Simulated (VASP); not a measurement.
# W (Im-3m) in VASP: single point with LDA

Aim: the single point of W with LDA.

Program: VASP 6.6.1. These are calculated values, not measurements. Logs are shortened: lines on timing, memory, paths and dates and some standing lists are left out, and cuts for length are marked.

## Step 1: The cell of the first run

Symmetry: Im-3m, No. 229, cubic system. Conventional cell: a = 3.137 Å, b = 3.137 Å, c = 3.137 Å, α = 90.00°, β = 90.00°, γ = 90.00°. W (site symmetry m-3m) has 14 W at 2.72 to 3.14 Å within 3.6 Å.

## Step 2: Single point, LDA

Contents of INCAR:

```
PREC = Accurate
ENCUT = 520
EDIFF = 1E-6
ISMEAR = -1
SIGMA = 0.13605693000000002
LREAL = F
LASPH = T
NELM = 60
ALGO = Normal
ISIF = 2
LWAVE = F
LCHARG = T
GGA = CA
LELF = T
LVHAR = T
NBANDS = 13
```

Contents of KPOINTS:

```
regular mesh
0
Gamma
  15 15 15
```

Contents of POSCAR:

```
W
1.0
   -1.5683222777      1.5683222777      1.5683222777
    1.5683222777     -1.5683222777      1.5683222777
    1.5683222777      1.5683222777     -1.5683222777
W
1
Direct
    0.0000000000      0.0000000000      0.0000000000
```

Potentials or basis: VASP PAW LDA potentials, release 64 (W_sv).

Command:

```bash
$ cat potpaw_LDA.64/W_sv/POTCAR > POTCAR
$ mpirun -np 1 vasp_std > vasp.out
```

OUTCAR:

```text
PREC = Accurate
   ENCUT = 520
   EDIFF = 1E-6
   ISMEAR = -1
   LREAL = F
   LASPH = T
   NELM = 60
   ISIF = 2
   GGA = CA

 ion  position               nearest neighbor table
   1  0.000  0.000  0.000-

  LATTYP: Found a body centered cubic cell.
 ALAT       =     3.1366445554

  Lattice vectors:

 A1 = (  -1.5683222777,   1.5683222777,   1.5683222777)
 A2 = (   1.5683222777,  -1.5683222777,   1.5683222777)
 A3 = (   1.5683222777,   1.5683222777,  -1.5683222777)

Analysis of symmetry for initial positions (statically):
=====================================================================
 Subroutine PRICEL returns:
 Original cell was already a primitive cell.

 Routine SETGRP: Setting up the symmetry group for a
 body centered cubic supercell.

 Subroutine GETGRP returns: Found 48 space group operations
 (whereof 48 operations were pure point group operations)
 out of a pool of 48 trial point group operations.

The static configuration has the point symmetry O_h .

Analysis of symmetry for dynamics (positions and initial velocities):
=====================================================================
 Subroutine PRICEL returns:
 Original cell was already a primitive cell.

 Routine SETGRP: Setting up the symmetry group for a
 body centered cubic supercell.

 Subroutine GETGRP returns: Found 48 space group operations
 (whereof 48 operations were pure point group operations)
 out of a pool of 48 trial point group operations.

The dynamic configuration has the point symmetry O_h .

 Subroutine INISYM returns: Found 48 space group operations
 (whereof 48 operations are pure point group operations),
 and found     1 'primitive' translations

----------------------------------------------------------------------------------------

                                     Primitive cell

  volume of cell :      15.4300

  direct lattice vectors                    reciprocal lattice vectors
    -1.568322278  1.568322278  1.568322278     0.000000000  0.318812024  0.318812024
     1.568322278 -1.568322278  1.568322278     0.318812024  0.000000000  0.318812024
     1.568322278  1.568322278 -1.568322278     0.318812024  0.318812024  0.000000000

  length of vectors
     2.716413868  2.716413868  2.716413868     0.450868289  0.450868289  0.450868289

  position of ions in fractional coordinates (direct lattice)
     0.000000000  0.000000000  0.000000000

  ion indices of the primitive-cell ions
   primitive index   ion index
                 1           1

----------------------------------------------------------------------------------------

 KPOINTS: regular mesh

Automatic generation of k-mesh.
 Grid dimensions read from file:
 generate k-points for:   15   15   15

 Generating k-lattice:

  Cartesian coordinates                     Fractional coordinates (reciprocal lattice)
     0.000000000  0.021254135  0.021254135     0.066666667  0.000000000  0.000000000
     0.021254135  0.000000000  0.021254135     0.000000000  0.066666667  0.000000000
     0.021254135  0.021254135  0.000000000     0.000000000  0.000000000  0.066666667

  Length of vectors
     0.030057886  0.030057886  0.030057886

  Shift w.r.t. Gamma in fractional coordinates (k-lattice)
     0.000000000  0.000000000  0.000000000

 Subroutine IBZKPT returns following result:
 ===========================================

 Found    120 irreducible k-points:

 Following reciprocal coordinates:
            Coordinates               Weight
  0.000000  0.000000  0.000000      1.000000
  0.066667  0.000000  0.000000     12.000000
  0.133333  0.000000  0.000000     12.000000
  0.200000  0.000000  0.000000     12.000000
  0.266667  0.000000  0.000000     12.000000
  0.333333  0.000000  0.000000     12.000000
[... 16 lines left out ...]
  0.333333  0.200000 -0.000000     48.000000
  0.400000  0.200000  0.000000     24.000000
 [... further k-points ...]
   k-points           NKPTS =    120   k-points in BZ     NKDIM =    120   number of bands    NBANDS=     13
   number of dos      NEDOS =    301   number of ions     NIONS =      1
   total plane-waves  NPLWV =   8000
   dimension x,y,z NGX =    20 NGY =   20 NGZ =   20
   dimension x,y,z NGXF=    40 NGYF=   40 NGZF=   40
   ions per type =               1
   NGX,Y,Z   is equivalent  to a cutoff of  12.24, 12.24, 12.24 a.u.
   NGXF,Y,Z  is equivalent  to a cutoff of  24.48, 24.48, 24.48 a.u.
 SYSTEM =  unknown system
   PREC   = accura    normal or accurate (medium, high low for compatibility)
   ISTART =      0    job   : 0-new  1-cont  2-samecut
   ICHARG =      2    charge: 1-file 2-atom 10-const
   ISPIN  =      1    spin polarized calculation?
   LNONCOLLINEAR =      F non collinear calculations
   LSORBIT =      F    spin-orbit coupling
   LASPH  =      T    aspherical Exc in radial PAW
   ENCUT  =  520.0 eV  38.22 Ry    6.18 a.u.   5.05  5.05  5.05*2*pi/ulx,y,z
   NELM   =     60;   NELMIN=  2; NELMDL= -5     # of ELM steps
   EDIFF  = 0.1E-05   stopping-criterion for ELM
   LREAL  =      F    real-space projection
   EDIFFG = 0.1E-04   stopping-criterion for IOM
   NSW    =      0    number of steps for IOM
   IBRION =     -1    ionic relax: 0-MD 1-quasi-New 2-CG
   NFREE  =      0    steps in history (QN), initial steepest desc. (CG)
   ISIF   =      2    stress and relaxation
   ISYM   =      2    0-nonsym 1-usesym 2-fastsym
   POTIM  = 0.5000    time-step for ionic-motion
   TEBEG  =    0.0;   TEEND  =   0.0 temperature during run
   PSTRESS=    0.0 pullay stress
   NELECT =      14.0000    total number of electrons
   NUPDOWN=      -1.0000    fix difference up-down
   EMIN   =  10.00;   EMAX   =-10.00  energy-range for DOS
   EFERMI =   0.00;   METHOD = LEGACY
   ISMEAR =    -1;   SIGMA  =   0.14  broadening in eV -4-tet -1-fermi 0-gaus
   EFERMI_NEDOS =   21; number of points for ismear=-14 and -15
   IALGO  =     38    algorithm
   IMIX   =      4    mixing-type and parameters
     AMIX     =   0.40;   BMIX     =  1.00
     AMIX_MAG =   1.60;   BMIX_MAG =  1.00
  volume/ion in A,a.u.               =      15.43       104.13
  Fermi-wavevector in a.u.,A,eV,Ry     =   1.584877  2.994983 34.175587  2.511835
  Thomas-Fermi vector in A             =   2.684427
   LORBIT       =      0    0 simple, 1 ext, 2 COOP (PROOUT), +10 PAW based schemes
   GGA     = CA    functional components
   LHFCALC =     F    Hartree Fock is set to
   AEXX    =    0.0000 exact exchange contribution
   IVDW    =     0    specifies the selected vdW correction
   LEPSILON=     F    determine dielectric tensor
   LRPA    =     F    only Hartree local field effects (RPA)
 non-spin polarized calculation
  energy-cutoff  :      520.00
  volume of cell :       15.43
 maximum number of plane-waves:       430
   NGX = 11   NGY = 11   NGZ = 11

 number of electron      14.0000004 magnetization

 Free energy of the ion-electron system (eV)
  ---------------------------------------------------
  ext. energy  EPLUGINS =         0.00000000
  ---------------------------------------------------
  free energy    TOTEN  =       -14.11621443 eV

  energy without entropy =      -14.08485826  energy(sigma->0) =      -14.10053634

 E-fermi :  11.7014     XC(G=0): -13.9813

 val. band max:       11.6516943533   @ k =  -0.3333   0.4000   0.2667
 cond. band min:      11.7468726200   @ k =  -0.1333   0.1333   0.1333
 fundamental gap:      0.0951782668
 Fermi energy:        11.7014447690

 k-point     1 :       0.0000    0.0000    0.0000
  band No.  band energies     occupation
      1     -61.9980      2.00000
      2     -25.7629      2.00000
      3     -25.7629      2.00000
      4     -25.7629      2.00000
      5       2.0246      2.00000
      6      10.4089      1.99985
      7      10.4089      1.99985
      8      10.4089      1.99985
      9      13.9677      0.00000
     10      13.9677      0.00000
     11      26.3505      0.00000
     12      26.3505      0.00000
     13      26.3505      0.00000

 k-point     2 :       0.0667    0.0000    0.0000
  band No.  band energies     occupation
      1     -61.9913      2.00000
      2     -25.8303      2.00000
      3     -25.7837      2.00000
      4     -25.7633      2.00000
      5       2.2481      2.00000
      6      10.2736      1.99994
      7      10.3785      1.99988
      8      10.6250      1.99927
      9      13.7531      0.00000
     10      13.9691      0.00000
     11      26.5417      0.00000
     12      26.7273      0.00000
     13      26.9042      0.00000

 k-point     3 :       0.1333    0.0000    0.0000
  band No.  band energies     occupation
      1     -61.9723      2.00000
      2     -26.0177      2.00000
      3     -25.8422      2.00000
      4     -25.7644      2.00000
      5       2.8791      2.00000
      6       9.9126      2.00000
      7      10.2347      1.99996
      8      11.2626      1.92357
      9      13.3659      0.00001
     10      13.9885      0.00000
     11      26.9786      0.00000
     12      27.8092      0.00000
     13      28.2201      0.00000

 k-point     4 :       0.2000    0.0000    0.0000
  band No.  band energies     occupation
      1     -61.9444      2.00000
      2     -26.2861      2.00000
      3     -25.9273      2.00000
      4     -25.7660      2.00000
      5       3.7855      2.00000
      6       9.4294      2.00000
      7       9.9533      1.99999
      8      12.2899      0.02613
      9      13.2222      0.00003
     10      14.0600      0.00000
     11      27.1447      0.00000
     12      29.1783      0.00000
     13      29.4826      0.00000

 k-point     5 :       0.2667    0.0000    0.0000
  band No.  band energies     occupation
      1     -61.9122      2.00000
      2     -26.5836      2.00000
      3     -26.0235      2.00000
      4     -25.7680      2.00000
      5       4.6939      2.00000
      6       8.9305      2.00000
      7       9.8230      2.00000
      8      13.4064      0.00001
      9      13.6471      0.00000
     10      14.2106      0.00000
     11      26.4269      0.00000
     12      28.2974      0.00000
     13      31.6182      0.00000

 k-point     6 :       0.3333    0.0000    0.0000
  band No.  band energies     occupation
      1     -61.8812      2.00000
      2     -26.8585      2.00000
      3     -26.1140      2.00000
      4     -25.7699      2.00000
      5       5.2293      2.00000
      6       8.4974      2.00000
      7      10.3024      1.99993
      8      13.7379      0.00000
      9      14.4363      0.00000
     10      15.2262      0.00000
     11      25.1912      0.00000
     12      26.3892      0.00000
     13      33.4263      0.00000

 k-point     7 :       0.4000    0.0000    0.0000
  band No.  band energies     occupation
      1     -61.8569      2.00000
      2     -27.0673      2.00000
      3     -26.1838      2.00000
      4     -25.7715      2.00000
      5       5.3326      2.00000
      6       8.1833      2.00000
      7      11.3839      1.82330
      8      13.9806      0.00000
      9      14.6851      0.00000
     10      16.8091      0.00000
     11      24.0777      0.00000
     12      24.5585      0.00000
     13      30.8258      0.00000
[... 193 lines left out ...]
 k-point    20 :       0.4000    0.1333    0.0000
  band No.  band energies     occupation
      1     -61.8373      2.00000
      2     -27.1051      2.00000
      3     -26.3035      2.00000
      4     -25.8568      2.00000
      5       5.9067      2.00000
      6       8.1760      2.00000
      7      11.1872      1.95537
      8      13.7050      0.00000
      9      15.2806      0.00000
     10      18.9994      0.00000
     11      22.4954      0.00000
     12      24.6353      0.00000
     13      28.5791      0.00000

 k-point    21 :       0.2000    0.2000    0.0000
  band No.  band energies     occupation
      1     -61.8737      2.00000
      2     -26.8075      2.00000
      3     -26.1594      2.00000
      4     -25.8786      2.00000
      5       6.0603      2.00000
      6       8.6209      2.00000
      7       9.1721      2.00000
      8      13.0813      0.00008
      9      14.8261      0.00000
     10      16.2329      0.00000
     11      25.4268      0.00000
     12      28.1479      0.00000
     13      29.9431      0.00000

 k-point    22 :       0.2667    0.2000    0.0000
  band No.  band energies     occupation
      1     -61.8508      2.00000
      2     -26.9296      2.00000
      3     -26.2910      2.00000
      4     -25.8982      2.00000
      5       6.4976      2.00000
      6       8.4085      2.00000
      7       9.5229      2.00000
      8      13.4121      0.00001
      9      14.8915      0.00000
     10      18.0327      0.00000
     11      23.8388      0.00000
     12      26.9560      0.00000
     13      28.7937      0.00000

 k-point    23 :       0.3333    0.2000   -0.0000
  band No.  band energies     occupation
      1     -61.8353      2.00000
      2     -27.0010      2.00000
      3     -26.3941      2.00000
      4     -25.9077      2.00000
      5       6.5421      2.00000
      6       8.3298      2.00000
      7      10.1184      1.99998
      8      13.7008      0.00000
      9      15.0532      0.00000
     10      19.6529      0.00000
     11      22.1998      0.00000
     12      25.7484      0.00000
     13      28.3774      0.00000

 k-point    24 :       0.4000    0.2000    0.0000
  band No.  band energies     occupation
      1     -61.8297      2.00000
      2     -27.0238      2.00000
      3     -26.4331      2.00000
      4     -25.9105      2.00000
      5       6.5156      2.00000
      6       8.3091      2.00000
      7      10.4099      1.99985
      8      13.7457      0.00000
      9      15.2660      0.00000
     10      20.4240      0.00000
     11      21.4040      0.00000
     12      25.2174      0.00000
     13      28.2660      0.00000

 [... further k-points ...]
[... 5 lines left out ...]
  --------------------------------------------------------------------------------------
  -------------------------------------------------------------------------------------
  Total        0.1558750      0.1558750      0.1558750      0.0000000      0.0000000      0.0000000
  in kB       16.1853152     16.1853152     16.1853152      0.0000000      0.0000000      0.0000000
  external PRESSURE =      16.1853152 kB  Pullay stress =       0.0000000 kB

 VOLUME and BASIS-vectors are now :
 -----------------------------------------------------------------------------
  energy-cutoff  :      520.00
  volume of cell :       15.43
      direct lattice vectors                 reciprocal lattice vectors
    -1.568322278  1.568322278  1.568322278     0.000000000  0.318812024  0.318812024
     1.568322278 -1.568322278  1.568322278     0.318812024  0.000000000  0.318812024
     1.568322278  1.568322278 -1.568322278     0.318812024  0.318812024  0.000000000

 POSITION                                       TOTAL-FORCE (eV/Angst)
 -----------------------------------------------------------------------------------
      0.00000      0.00000      0.00000        -0.000000      0.000000      0.000000
 -----------------------------------------------------------------------------------
    total drift:                                0.000000     -0.000000      0.000000

  FREE ENERGIE OF THE ION-ELECTRON SYSTEM (eV)
  ---------------------------------------------------
  free  energy   TOTEN  =       -14.1162144335 eV

  energy  without entropy=      -14.0848582553  energy(sigma->0) =      -14.10053634
```

It took 38 s on 1 thread of AMD EPYC 7R13, shared host; peak memory 0.1 GiB.

Results:

```
Free energy            : -14.1162 eV
Pressure               : 1.6 GPa
Band gap on the k mesh : zero (band 7 reaches 16.53 eV, above the bottom of band 8 at 10.41 eV)
```

Levels at points of the mesh, in eV from the Fermi level:
```tsv
k point	band 3	band 4	band 5	band 6	band 7	band 8	band 9	band 10	band 11	band 12
(0.00, 0.00, 0.00)	-37.46	-37.46	-9.68	-1.29	-1.29	-1.29	2.27	2.27	14.65	14.65
```

Caveat: spin-orbit coupling is left out, which moves the levels of the heavy elements.
